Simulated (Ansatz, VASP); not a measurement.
# Si2W in VASP and in Ansatz

File POSCAR:

```
Si2W
1.0
   -1.6062818100      1.6062818100      3.9027859900
    1.6062818100     -1.6062818100      3.9027859900
    1.6062818100      1.6062818100     -3.9027859900
Si W
2 1
Direct
    0.3348909700      0.3348909700      0.0000000000
    0.6651090300      0.6651090300      0.0000000000
    0.0000000000      0.0000000000      0.0000000000
```

File INCAR.step1:

```
SYSTEM = Si2W
PREC = Accurate
ENCUT = 520
ISMEAR = -1
SIGMA = 0.1
LREAL = .FALSE.
LASPH = .TRUE.
NELM = 80
NBANDS = 18
GGA = PE
ALGO = Normal
EDIFF = 1E-4
LWAVE = .TRUE.
LCHARG = .FALSE.
```

Contents of INCAR.step2:

```
SYSTEM = Si2W
PREC = Accurate
ENCUT = 520
EDIFF = 1E-6
ISMEAR = -1
SIGMA = 0.1
LREAL = .FALSE.
LASPH = .TRUE.
NELM = 80
ALGO = Normal
ISIF = 2
LWAVE = .FALSE.
LCHARG = .FALSE.
METAGGA = R2SCAN
LMIXTAU = .TRUE.
NBANDS = 18
ISTART = 1
```

KPOINTS

```
Automatic mesh
0
G
  13 13 13
  0 0 0
```

Input for Ansatz:

```yaml
crystal:
  lattice:
    - [-1.60628181, 1.60628181, 3.90278599]
    - [1.60628181, -1.60628181, 3.90278599]
    - [1.60628181, 1.60628181, -3.90278599]
  atoms:
    - { symbol: Si, position: [0.33489097, 0.33489097, 0.0] }
    - { symbol: Si, position: [0.66510903, 0.66510903, 0.0] }
    - { symbol: W, position: [0.0, 0.0, 0.0] }
  symmetry: { tolerance: 0.0003 }
hamiltonian:
  xc: r2scan
  pseudopotentials: { kind: paw, azcp: { folder: soft_1 } }
basis:
  ecutwfc: 500
magnetization:
  spin_polarized: false
scf:
  occupations: { method: fermi_dirac, width: 0.1 }
kpoints:
  mp_grid: { grid: [13, 13, 13], shift: [0, 0, 0] }
  band_path:
    path:
      - [0.0, 0.0, 0.0]
      - [0.0, 0.0, 0.5]
      - [0.25, 0.25, 0.25]
      - [0.0, 0.5, 0.0]
      - [0.0, 0.0, 0.0]
      - [0.5, 0.5, -0.5]
      - [0.29234811, 0.70765189, -0.29234811]
      - [-0.29234811, 0.29234811, 0.29234811]
      - [0.0, 0.0, 0.0]
      - [0.0, 0.0, 0.5]
      - [-0.08469622, 0.08469622, 0.5]
    npoints: 11
output:
  forces: true
  stress: true
  eigenvalues: true
  bader: true
  populations: true
  elf: true
  write_potential: true
  write_density: true
  volumetric_format: npy
  dos:
    e_range: [-12, 8]
    de: 0.05
    projected: { site_lists: { Si: [Si], W: [W] } }
```

Alike in both runs: task single point; functional r2SCAN; k mesh 13 × 13 × 13; occupations fermi-dirac, width 0.1 eV; no spin polarisation.

|  | VASP | Ansatz |
| --- | --- | --- |
| version | VASP 6.6.1 | Ansatz 0.2.0 |
| potentials or method | VASP PAW PBE potentials, release 64 (Si, W_sv), cutoff 520 eV | PAW plane waves |
| valence electrons in the cell | 22 | 22 |

|  | VASP | Ansatz | Ansatz less VASP |
| --- | --- | --- | --- |
| pressure (GPa) | 0.1 | 0.0 | -0.10 |
| traceless stress, the component that is largest in VASP (GPa) | -0.11 | 0.08 | +0.190 |
| rms of the force components (eV/Å) | 0.010 | 0.006 | -0.0031 |

VASP's potentials were made for PBE, not for r2SCAN. Atom by atom the forces differ by 0.003 eV/Å (rms over components).

Spin-orbit coupling is off throughout.
